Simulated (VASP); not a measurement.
# Se in VASP: notebook

Se is run at these levels: PBE; tasks: single point.

Everything below comes from runs of VASP 6.6.1. Logs are shortened: lines on timing, memory, paths and dates and some standing lists are left out, and cuts for length are marked.

## Step 1: The cell of the first run

The typed cell holds 1 atom: a = 2.816 Å, b = 2.838 Å, c = 2.819 Å, α = 90.32°, β = 90.09°, γ = 89.62°.

## Step 2: Single point, PBE (the cell strained at random)

INCAR

```
PREC = Accurate ; ENCUT = 520
EDIFF = 1E-6 ; ISMEAR = 0
SIGMA = 0.1 ; LREAL = False
LASPH = True ; NELM = 100
ALGO = Normal ; ISIF = 2
LWAVE = False ; LCHARG = False
GGA = PE ; NBANDS = 9
```

KPOINTS

```
regular mesh
0
Gamma
  14 14 14
```

POSCAR

```
Se
1.0
    2.8159030897      0.0093591749     -0.0023046617
    0.0093591749      2.8383594883     -0.0078695765
   -0.0023046617     -0.0078695765      2.8186574415
Se
1
Direct
    0.0000000000      0.0000000000      0.0000000000
```

Potentials or basis: VASP PAW PBE potentials, release 64 (Se).

On the command line:

```
$ cat potpaw_PBE.64/Se/POTCAR > POTCAR
$ mpirun -np 1 vasp_std > vasp.out
```

OUTCAR:

```text
PREC = Accurate
   ENCUT = 520
   EDIFF = 1E-6
   ISMEAR = 0
   LREAL = False
   LASPH = True
   NELM = 100
   ISIF = 2
   GGA = PE

 ion  position               nearest neighbor table
   1  0.000  0.000  0.000-

  LATTYP: Found a triclinic cell.
 ALAT       =     2.8383858281
 B/A-ratio  =     0.9920848527
 C/A-ratio  =     0.9930536369
 COS(alpha) =     0.0016453531
 COS(beta)  =     0.0055671593
 COS(gamma) =     0.0066232428

  Lattice vectors:

 A1 = (   0.0093591749,   2.8383594883,  -0.0078695765)
 A2 = (   2.8159030897,   0.0093591749,  -0.0023046617)
 A3 = (   0.0023046617,   0.0078695765,  -2.8186574415)

Analysis of symmetry for initial positions (statically):
=====================================================================
 Subroutine PRICEL returns:
 Original cell was already a primitive cell.

 Routine SETGRP: Setting up the symmetry group for a
 triclinic supercell.

 Subroutine GETGRP returns: Found  2 space group operations
 (whereof  2 operations were pure point group operations)
 out of a pool of  2 trial point group operations.

The static configuration has the point symmetry S_2 .

Analysis of symmetry for dynamics (positions and initial velocities):
=====================================================================
 Subroutine PRICEL returns:
 Original cell was already a primitive cell.

 Routine SETGRP: Setting up the symmetry group for a
 triclinic supercell.

 Subroutine GETGRP returns: Found  2 space group operations
 (whereof  2 operations were pure point group operations)
 out of a pool of  2 trial point group operations.

The dynamic configuration has the point symmetry S_2 .

 Subroutine INISYM returns: Found  2 space group operations
 (whereof  2 operations are pure point group operations),
 and found     1 'primitive' translations

----------------------------------------------------------------------------------------

                                     Primitive cell

  volume of cell :      22.5278

  direct lattice vectors                    reciprocal lattice vectors
     2.815903090  0.009359175 -0.002304662     0.355129982 -0.001170206  0.000287103
     0.009359175  2.838359488 -0.007869576    -0.001170206  0.352322773  0.000982714
    -0.002304662 -0.007869576  2.818657442     0.000287103  0.000982714  0.354781812

  length of vectors
     2.815919586  2.838385828  2.818669369     0.355132026  0.352326087  0.354783289

  position of ions in fractional coordinates (direct lattice)
     0.000000000  0.000000000  0.000000000

  ion indices of the primitive-cell ions
   primitive index   ion index
                 1           1

----------------------------------------------------------------------------------------

 KPOINTS: regular mesh

Automatic generation of k-mesh.
 Grid dimensions read from file:
 generate k-points for:   14   14   14

 Generating k-lattice:

  Cartesian coordinates                     Fractional coordinates (reciprocal lattice)
     0.025366427 -0.000083586  0.000020507     0.071428571 -0.000000000  0.000000000
    -0.000083586  0.025165912  0.000070194     0.000000000  0.071428571 -0.000000000
     0.000020507  0.000070194  0.025341558     0.000000000 -0.000000000  0.071428571

  Length of vectors
     0.025366573  0.025166149  0.025341664

  Shift w.r.t. Gamma in fractional coordinates (k-lattice)
     0.000000000  0.000000000  0.000000000

 Subroutine IBZKPT returns following result:
 ===========================================

 Found   1376 irreducible k-points:

 Following reciprocal coordinates:
            Coordinates               Weight
  0.000000  0.000000  0.000000      1.000000
  0.071429 -0.000000  0.000000      2.000000
  0.142857 -0.000000  0.000000      2.000000
  0.214286 -0.000000  0.000000      2.000000
  0.285714 -0.000000  0.000000      2.000000
  0.357143 -0.000000 -0.000000      2.000000
[... 16 lines left out ...]
 -0.000000  0.142857  0.000000      2.000000
  0.071429  0.142857  0.000000      2.000000
 [... further k-points ...]
[... 42 lines left out ...]
  ---------------------------------------------------
  free energy    TOTEN  =        -3.33481837 eV

  energy without entropy =       -3.33256558  energy(sigma->0) =       -3.33369197

 E-fermi :   4.7242     XC(G=0):  -9.9343

 val. band max:        4.7232248069   @ k =   0.0714  -0.2857   0.1429
 cond. band min:       4.7304862358   @ k =   0.2143  -0.1429   0.2143
 fundamental gap:      0.0072614289
 Fermi energy:         4.7242220808

 k-point     1 :       0.0000    0.0000    0.0000
  band No.  band energies     occupation
      1     -11.3345      2.00000
      2       5.9963      0.00000
      3       6.1786      0.00000
      4       6.2069      0.00000
      5      12.3982      0.00000
      6      12.5336      0.00000
      7      12.6704      0.00000
      8      26.8595      0.00000
      9      27.0039      0.00000

 k-point     2 :       0.0714   -0.0000    0.0000
  band No.  band energies     occupation
      1     -11.2609      2.00000
      2       5.4037      0.00000
      3       6.0563      0.00000
      4       6.2379      0.00000
      5      12.4799      0.00000
      6      12.6704      0.00000
      7      13.5676      0.00000
      8      25.4946      0.00000
      9      25.6902      0.00000

 k-point     3 :       0.1429   -0.0000    0.0000
  band No.  band energies     occupation
      1     -11.0445      2.00000
      2       3.7603      2.00000
      3       6.2247      0.00000
      4       6.4061      0.00000
      5      12.7124      0.00000
      6      12.9234      0.00000
      7      15.6370      0.00000
      8      23.5950      0.00000
      9      23.7995      0.00000

 k-point     4 :       0.2143   -0.0000    0.0000
  band No.  band energies     occupation
      1     -10.6998      2.00000
      2       1.9963      2.00000
      3       6.4847      0.00000
      4       6.6653      0.00000
      5      13.0798      0.00000
      6      13.3441      0.00000
      7      17.9331      0.00000
      8      21.8354      0.00000
      9      22.0432      0.00000
[... 205 lines left out ...]
 k-point    22 :      -0.0714    0.0714    0.0000
  band No.  band energies     occupation
      1     -11.1891      2.00000
      2       5.2794      0.00000
      3       5.4566      0.00000
      4       6.2931      0.00000
      5      12.7441      0.00000
      6      13.4153      0.00000
      7      13.6499      0.00000
      8      24.4363      0.00000
      9      25.3446      0.00000

 k-point    23 :      -0.0000    0.1429    0.0000
  band No.  band energies     occupation
      1     -11.0544      2.00000
      2       3.6262      2.00000
      3       6.3952      0.00000
      4       6.4222      0.00000
      5      12.8183      0.00000
      6      13.0092      0.00000
      7      15.3629      0.00000
      8      23.6840      0.00000
      9      23.7093      0.00000

 k-point    24 :       0.0714    0.1429    0.0000
  band No.  band energies     occupation
      1     -10.9823      2.00000
      2       3.7003      2.00000
      3       5.6488      0.00000
      4       6.4526      0.00000
      5      12.9733      0.00000
      6      13.8372      0.00000
      7      15.4066      0.00000
      8      22.3891      0.00000
      9      23.7298      0.00000

 [... further k-points ...]
[... 5 lines left out ...]
  --------------------------------------------------------------------------------------
  -------------------------------------------------------------------------------------
  Total        0.1040946     -0.0086088      0.0912938     -0.0100916      0.0087615      0.0021205
  in kB        7.4032017     -0.6122565      6.4928159     -0.7177109      0.6231197      0.1508087
  external PRESSURE =       4.4279204 kB  Pullay stress =       0.0000000 kB

 VOLUME and BASIS-vectors are now :
 -----------------------------------------------------------------------------
  energy-cutoff  :      520.00
  volume of cell :       22.53
      direct lattice vectors                 reciprocal lattice vectors
     2.815903090  0.009359175 -0.002304662     0.355129982 -0.001170206  0.000287103
     0.009359175  2.838359488 -0.007869576    -0.001170206  0.352322773  0.000982714
    -0.002304662 -0.007869576  2.818657442     0.000287103  0.000982714  0.354781812

 POSITION                                       TOTAL-FORCE (eV/Angst)
 -----------------------------------------------------------------------------------
      0.00000      0.00000      0.00000        -0.000000      0.000000      0.000000
 -----------------------------------------------------------------------------------
    total drift:                               -0.000000     -0.000000      0.000000

  FREE ENERGIE OF THE ION-ELECTRON SYSTEM (eV)
  ---------------------------------------------------
  free  energy   TOTEN  =        -3.3348183690 eV

  energy  without entropy=       -3.3325655759  energy(sigma->0) =       -3.33369197
```

Wall time 78 s (1 thread of Intel Xeon 6975P-C, shared host); peak memory 0.37 GiB.

Results:

```
Free energy            : -3.3348 eV
Pressure               : 0.4 GPa
Band gap on the k mesh : zero (band 3 reaches 7.55 eV, above the bottom of band 4 at 1.50 eV)
```

Stress tensor (GPa, compression positive):
```
 0.74 -0.07  0.02
-0.07 -0.06  0.06
 0.02  0.06  0.65
```

Levels at points of the mesh, in eV from the Fermi level:
```
           k point  band 1  band 2  band 3  band 4  band 5  band 6  band 7  band 8
(0.00, 0.00, 0.00)  -16.06    1.27    1.45    1.48    7.67    7.81    7.95   22.14
(0.50, 0.00, 0.00)  -13.95   -6.97    2.72    2.90    9.94   11.57   12.52   13.41
(0.00, 0.50, 0.00)  -14.05   -6.93    2.83    2.86    9.91   11.59   12.62   13.63
(0.50, 0.50, 0.00)  -11.95   -5.10   -4.96    2.95    4.14   13.41   15.74   15.88
(0.00, 0.00, 0.50)  -13.96   -6.97    2.71    2.92    9.93   11.58   12.53   13.41
(0.50, 0.00, 0.50)  -11.86   -5.03   -5.01    2.96    4.03   13.36   15.62   15.64
(0.00, 0.50, 0.50)  -11.96   -5.09   -4.97    2.95    4.16   13.42   15.77   15.89
(0.50, 0.50, 0.50)   -9.82   -3.39   -3.35   -3.22    5.77    5.89    5.91    9.96
```

Caveat: the cell differs from its parent crystal (the cell strained at random).

## Step 3: Single point, PBE (strained)

INCAR

```
SYSTEM = Se
  PREC = Accurate
  ENCUT = 520
  EDIFF = 1E-6
  ISMEAR = 0
  SIGMA = 0.1
  LREAL = .FALSE.
  LASPH = .TRUE.
  NELM = 100
  ALGO = Normal
  ISIF = 2
  LWAVE = .FALSE.
  LCHARG = .TRUE.
  GGA = PE
  LELF = .TRUE.
  LVHAR = .TRUE.
  NBANDS = 9
```

KPOINTS

```
regular mesh
0
G
  14 14 14
  0 0 0
```

POSCAR

```
Se
1.0
    2.7924067829      0.0000000000      0.0000000000
    0.0000000000      2.7502483376      0.0000000000
    0.0000000000      0.0000000000      2.7502483376
Se
1
Direct
    0.0000000000      0.0000000000      0.0000000000
```

Potentials or basis: VASP PAW PBE potentials, release 64 (Se).

On the command line:

```
$ cat potpaw_PBE.64/Se/POTCAR > POTCAR
$ mpirun -np 1 vasp_std > vasp.out
```

Run time: 17 s. Hardware: 1 thread of Intel Xeon Platinum 8375C at 2.90GHz (Ice Lake), shared host; peak memory 0.17 GiB.

It converged, with:

```
Free energy            : -3.3074 eV
Pressure               : 5.9 GPa
Band gap on the k mesh : zero (band 3 reaches 8.67 eV, above the bottom of band 4 at 2.12 eV)
```

Stress tensor (GPa, compression positive):
```
4.50 0.00 0.00
0.00 6.63 0.00
0.00 0.00 6.63
```

Levels at points of the mesh, in eV from the Fermi level:
```
           k point  band 1  band 2  band 3  band 4  band 5  band 6  band 7
(0.00, 0.00, 0.00)  -16.66    1.22    1.64    1.64    7.48    7.73    8.32
(0.50, 0.00, 0.00)  -14.48   -7.51    3.14    3.14    9.90   12.11   12.95
(0.00, 0.50, 0.00)  -14.28   -7.58    2.87    3.28    9.94   12.09   12.72
(0.50, 0.50, 0.00)  -12.09   -5.59   -5.34    2.53    4.64   13.89   16.06
(0.00, 0.50, 0.50)  -11.88   -5.44   -5.44    2.56    4.37   13.77   15.76
(0.50, 0.50, 0.50)   -9.61   -3.68   -3.68   -3.41    5.49    5.66    5.66
```

Caveat: the cell differs from its parent crystal (strained).

## Step 4: Single point, PBE (the cell strained at random)

INCAR

```
SYSTEM = Se
ALGO = Normal
EDIFF = 1E-6
ENCUT = 520
GGA = PE
ISIF = 2
ISMEAR = 0
LASPH = .TRUE.
LCHARG = .TRUE.
LELF = .TRUE.
LREAL = .FALSE.
LVHAR = .TRUE.
LWAVE = .FALSE.
NBANDS = 9
NELM = 60
PREC = Accurate
SIGMA = 0.1
```

KPOINTS

```
k-points
0
G
  12 12 12
  0 0 0
```

POSCAR

```
Se
1.0
    2.9309675398     -0.0140528151      0.0050309078
   -0.0140528151      2.9334408352      0.0004215845
    0.0050309078      0.0004215845      2.9275667585
Se
1
Direct
    0.0000000000      0.0000000000      0.0000000000
```

On the command line:

```
$ cat potpaw_PBE.64/Se/POTCAR > POTCAR
$ mpirun -np 1 vasp_std > vasp.out
```

Wall time 63 s (1 thread of Intel Xeon Platinum 8375C at 2.90GHz (Ice Lake), shared host); peak memory 0.3 GiB.

It converged, with:

* Free energy: -3.2799 eV
* Pressure: -5.8 GPa
* Band gap on the k mesh: zero (band 3 reaches 5.84 eV, above the bottom of band 4 at 0.60 eV)

Stress tensor (GPa, compression positive):
```
-5.78  0.13 -0.04
 0.13 -5.81  0.00
-0.04  0.00 -5.74
```

Levels at points of the mesh, in eV from the Fermi level:
```tsv
k point	band 1	band 2	band 3	band 4	band 5	band 6
(0.00, 0.00, 0.00)	-15.15	1.19	1.23	1.25	7.31	7.94
(0.50, 0.00, 0.00)	-13.46	-6.03	2.37	2.41	9.90	10.78
(0.00, 0.50, 0.00)	-13.47	-6.02	2.38	2.41	9.90	10.78
(0.50, 0.50, 0.00)	-11.81	-4.41	-4.32	3.45	3.57	12.71
(0.00, 0.00, 0.50)	-13.45	-6.03	2.36	2.41	9.91	10.78
(0.50, 0.00, 0.50)	-11.79	-4.38	-4.35	3.42	3.57	12.69
(0.00, 0.50, 0.50)	-11.80	-4.38	-4.35	3.43	3.57	12.70
(0.50, 0.50, 0.50)	-10.14	-2.95	-2.93	-2.86	6.16	6.24
```

Caveat: the cell differs from its parent crystal (the cell strained at random).

## Step 5: Single point, PBE (the cell strained at random)

INCAR

```
PREC     = Accurate       # precision mode
ENCUT    = 520            # plane-wave cutoff, eV
EDIFF    = 1E-6           # SCF threshold, eV
ISMEAR   = 0              # smearing method
SIGMA    = 0.1            # smearing width, eV
LREAL    = False          # projectors in reciprocal space
LASPH    = True           # aspherical terms in the spheres
NELM     = 60             # most SCF steps
ALGO     = Normal         # electronic algorithm
ISIF     = 2              # what is computed and relaxed
LWAVE    = False          # write WAVECAR
LCHARG   = True           # write CHGCAR
GGA      = PE             # functional
LELF     = True           # ELF
LVHAR    = True         
NBANDS   = 9              # bands
```

KPOINTS

```
Automatic mesh
0
Gamma
  14 14 14
```

POSCAR

```
Se
1.0
    2.7715524053     -0.0036537319      0.0250702221
   -0.0036537319      2.7662966524      0.0104271888
    0.0250702221      0.0104271888      2.7267520307
Se
1
Direct
    0.0000000000      0.0000000000      0.0000000000
```

On the command line:

```
$ cat potpaw_PBE.64/Se/POTCAR > POTCAR
$ mpirun -np 1 vasp_std > vasp.out
```

It took 71 s on 1 thread of Intel Xeon Platinum 8375C at 2.90GHz (Ice Lake), shared host; peak memory 0.34 GiB.

The run converged. Its results:

```yaml
Free_energy: -3.2987 eV
Pressure: 6.9 GPa
Band_gap_on_the_k_mesh: zero (band 3 reaches 8.72 eV, above the bottom of band 4 at 2.19 eV)
```

Stress tensor (GPa, compression positive):
```
 5.99  0.01 -0.01
 0.01  6.39  0.00
-0.01  0.00  8.31
```

Levels at points of the mesh, in eV from the Fermi level:
```csv
k point,band 1,band 2,band 3,band 4,band 5,band 6,band 7,band 8
"(0.00, 0.00, 0.00)",-16.77,1.33,1.39,1.81,7.53,7.63,8.39,22.70
"(0.50, 0.00, 0.00)",-14.49,-7.63,2.96,3.35,9.89,12.16,12.92,13.60
"(0.00, 0.50, 0.00)",-14.47,-7.64,2.92,3.38,9.90,12.19,12.89,13.53
"(0.50, 0.50, 0.00)",-12.19,-5.57,-5.53,2.45,4.79,13.96,16.33,16.42
"(0.00, 0.00, 0.50)",-14.27,-7.71,3.05,3.11,9.96,12.09,12.71,13.55
"(0.50, 0.00, 0.50)",-11.98,-5.70,-5.35,2.48,4.54,13.87,15.80,16.12
"(0.00, 0.50, 0.50)",-11.95,-5.66,-5.39,2.48,4.50,13.83,15.83,16.01
"(0.50, 0.50, 0.50)",-9.58,-3.87,-3.57,-3.48,5.41,5.50,5.76,9.76
```

Caveat: the cell differs from its parent crystal (the cell strained at random).

## Step 6: Single point, PBE (the cell strained at random)

INCAR

```
SYSTEM = Se
  PREC = Accurate
  ENCUT = 520
  EDIFF = 1E-6
  ISMEAR = 0
  SIGMA = 0.1
  LREAL = .False.
  LASPH = .True.
  NELM = 60
  ALGO = Normal
  ISIF = 2
  LWAVE = .False.
  LCHARG = .False.
  GGA = PE
  NBANDS = 9
```

KPOINTS

```
regular mesh
0
Gamma
  14 14 14
  0 0 0
```

POSCAR

```
Se
1.0
    2.7783258622     -0.0060989218      0.0140528151
   -0.0060989218      2.7730420037     -0.0034007813
    0.0140528151     -0.0034007813      2.7563191537
Se
1
Direct
    0.0000000000      0.0000000000      0.0000000000
```

Potentials or basis: VASP PAW PBE potentials, release 64 (Se).

On the command line:

```
$ cat potpaw_PBE.64/Se/POTCAR > POTCAR
$ mpirun -np 1 vasp_std > vasp.out
```

Wall time 68 s (1 thread of Intel Xeon Platinum 8375C at 2.90GHz (Ice Lake), shared host); peak memory 0.35 GiB.

The run converged. Its results:

```
Free energy            : -3.3125 eV
Pressure               : 5.4 GPa
Band gap on the k mesh : zero (band 3 reaches 8.48 eV, above the bottom of band 4 at 1.98 eV)
```

Stress tensor (GPa, compression positive):
```
 4.94  0.02 -0.02
 0.02  5.22  0.00
-0.02  0.00  5.94
```

Levels at points of the mesh, in eV from the Fermi level:
```csv
k point,band 1,band 2,band 3,band 4,band 5,band 6
"(0.00, 0.00, 0.00)",-16.60,1.40,1.46,1.63,7.62,7.68
"(0.50, 0.00, 0.00)",-14.35,-7.48,3.01,3.17,9.92,12.04
"(0.00, 0.50, 0.00)",-14.33,-7.49,2.97,3.19,9.93,12.05
"(0.50, 0.50, 0.00)",-12.07,-5.45,-5.39,2.57,4.59,13.84
"(0.00, 0.00, 0.50)",-14.24,-7.52,3.02,3.08,9.96,12.02
"(0.50, 0.00, 0.50)",-11.99,-5.50,-5.32,2.58,4.49,13.80
"(0.00, 0.50, 0.50)",-11.96,-5.46,-5.35,2.59,4.45,13.77
"(0.50, 0.50, 0.50)",-9.62,-3.67,-3.54,-3.48,5.53,5.63
```

Caveat: the cell differs from its parent crystal (the cell strained at random).

## Step 7: Overview

| cell | k mesh | gap on the mesh (eV) | pressure (GPa) |
| --- | --- | --- | --- |
| a = 2.816, b = 2.838, c = 2.819 Å, angles 90.3, 90.1, 89.6°, 1 atom | 14 × 14 × 14 | none | 0.4 |
| a = 2.792, b = 2.750, c = 2.750 Å, 1 atom | 14 × 14 × 14 | none | 5.9 |
| a = 2.931, b = 2.933, c = 2.928 Å, angles 90.0, 89.8, 90.5°, 1 atom | 12 × 12 × 12 | none | -5.8 |
| a = 2.772, b = 2.766, c = 2.727 Å, angles 89.6, 89.0, 90.1°, 1 atom | 14 × 14 × 14 | none | 6.9 |
| a = 2.778, b = 2.773, c = 2.756 Å, angles 90.1, 89.4, 90.3°, 1 atom | 14 × 14 × 14 | none | 5.4 |

Alike in all rows: task single point; level PBE; potentials or basis VASP PAW PBE potentials, release 64 (Se); no spin polarisation; cutoff (eV) 520; smearing gaussian 0.1 eV.

Total energies depend on the potentials used, so only differences within one code and one set of settings carry meaning.
